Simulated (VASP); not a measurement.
# Ti (Fm-3m) in VASP: further runs, part 2 of 2

VASP 6.6.1.

### Step 4. Single point, LDA, collinear spin (18.89 Å³/atom)

This run uses another cell than the first one, of 18.89 Å³/atom.

INCAR reads:

```
SYSTEM = Ti
PREC = Accurate ; ENCUT = 520
EDIFF = 1E-6 ; ISMEAR = 0
SIGMA = 0.15 ; LREAL = .FALSE.
LASPH = .TRUE. ; NELM = 150
ALGO = Normal ; ISIF = 2
LWAVE = .FALSE. ; LCHARG = .FALSE.
ISPIN = 2 ; MAGMOM = 0.25
LORBIT = 11 ; NUPDOWN = 0.25
LMAXMIX = 4 ; NBANDS = 16
```

KPOINTS reads:

```
regular mesh
0
G
  22 22 22
  0 0 0
```

POSCAR reads:

```
Ti
1.0
    0.0000000000      2.1140031667      2.1140031667
    2.1140031667      0.0000000000      2.1140031667
    2.1140031667      2.1140031667      0.0000000000
Ti
1
Direct
    0.0000000000      0.0000000000      0.0000000000
```

Potentials or basis: VASP PAW LDA potentials, release 64 (Ti_sv).

Started as:

```
$ cat potpaw_LDA.64/Ti_sv/POTCAR > POTCAR
$ mpirun -np 1 vasp_std > vasp.out
```

OUTCAR:

```text
SYSTEM = Ti
   PREC = Accurate
   ENCUT = 520
   EDIFF = 1E-6
   ISMEAR = 0
   LREAL = .FALSE.
   LASPH = .TRUE.
   NELM = 150
   ISIF = 2
   ISPIN = 2
   LORBIT = 11
   NUPDOWN = 0.25

 ion  position               nearest neighbor table
   1  0.000  0.000  0.000-

  LATTYP: Found a face centered cubic cell.
 ALAT       =     4.2280063334

  Lattice vectors:

 A1 = (   0.0000000000,   2.1140031667,   2.1140031667)
 A2 = (   2.1140031667,   0.0000000000,   2.1140031667)
 A3 = (   2.1140031667,   2.1140031667,   0.0000000000)

Analysis of symmetry for initial positions (statically):
=====================================================================
 Subroutine PRICEL returns:
 Original cell was already a primitive cell.

 Routine SETGRP: Setting up the symmetry group for a
 face centered cubic supercell.

 Subroutine GETGRP returns: Found 48 space group operations
 (whereof 48 operations were pure point group operations)
 out of a pool of 48 trial point group operations.

The static configuration has the point symmetry O_h .

Analysis of symmetry for dynamics (positions and initial velocities):
[... 641 lines left out ...]
  band No.  band energies     occupation
      1     -48.9666      1.00000
      2     -25.2838      1.00000
      3     -25.2838      1.00000
      4     -25.2838      1.00000
      5       1.3802      1.00000
      6       7.9920      0.00000
[... 435 lines left out ...]
      5       4.8281      1.00000
      6       7.5710      0.00000
[... 8 lines left out ...]
     15      28.3357      0.00000
     16      28.5427      0.00000

 [... further k-points ...]

------------------------ aborting loop because EDIFF is reached ----------------------------------------

  FORCE on cell =-STRESS in cart. coord.  units (eV):
  Direction    XX          YY          ZZ          XY          YZ          ZX
  --------------------------------------------------------------------------------------
  -------------------------------------------------------------------------------------
  Total       -1.7577507     -1.7577507     -1.7577507      0.0000000      0.0000000     -0.0000000
  in kB     -149.0462198   -149.0462198   -149.0462198      0.0000000      0.0000000     -0.0000000
  external PRESSURE =    -149.0462198 kB  Pullay stress =       0.0000000 kB

 VOLUME and BASIS-vectors are now :
 -----------------------------------------------------------------------------
  energy-cutoff  :      520.00
  volume of cell :       18.89
      direct lattice vectors                 reciprocal lattice vectors
     0.000000000  2.114003167  2.114003167    -0.236518094  0.236518094  0.236518094
     2.114003167  0.000000000  2.114003167     0.236518094 -0.236518094  0.236518094
     2.114003167  2.114003167  0.000000000     0.236518094  0.236518094 -0.236518094

 POSITION                                       TOTAL-FORCE (eV/Angst)
 -----------------------------------------------------------------------------------
      0.00000      0.00000      0.00000         0.000000      0.000000      0.000000
 -----------------------------------------------------------------------------------
    total drift:                               -0.000000      0.000000     -0.000000

  FREE ENERGIE OF THE ION-ELECTRON SYSTEM (eV)
  ---------------------------------------------------
  free  energy   TOTEN  =        -8.3489656313 eV

  energy  without entropy=       -8.3270641371  energy(sigma->0) =       -8.33801488

 total charge

# of ion       s       p       d       tot
------------------------------------------
    1        2.234   6.099   1.861  10.194

 magnetization (x)

# of ion       s       p       d       tot
------------------------------------------
    1        0.001   0.016   0.152   0.169
```

It took 3.4 min on 1 thread of Intel Xeon 8259CL, shared host; peak memory 0.25 GiB.

Results:

```
Free energy                                           : -8.3490 eV
Pressure                                              : -14.9 GPa
Net moment                                            : 0.25 μB per cell
Site moments                                          : Ti +0.17 μB
Valence electrons inside the program's atomic spheres : Ti 10.19
```

Caveat: the cell stands under tension; the total moment is fixed, so each spin has its own Fermi level.

### Step 5. Overview

```tsv
fixed moment (μB)	cell	pressure (GPa)	moment (μB)
0.25	a = 2.711 Å, angles 60.0°, 1 atom	19.3	0.25
0.5	a = 2.711 Å, angles 60.0°, 1 atom	20.4	0.50
0.25	a = 2.990 Å, angles 60.0°, 1 atom	-14.9	0.25
```

Alike in all rows: task single point; level LDA; potentials or basis VASP PAW LDA potentials, release 64 (Ti_sv); spin collinear; k mesh 22 × 22 × 22; cutoff (eV) 520; smearing gaussian 0.15 eV.

Caveats: the total moment is fixed, so each spin has its own Fermi level; the cell stands under pressure (at least some runs); the cell stands under tension (at least some runs).

Total energies depend on the potentials used, so only differences within one code and one set of settings carry meaning.
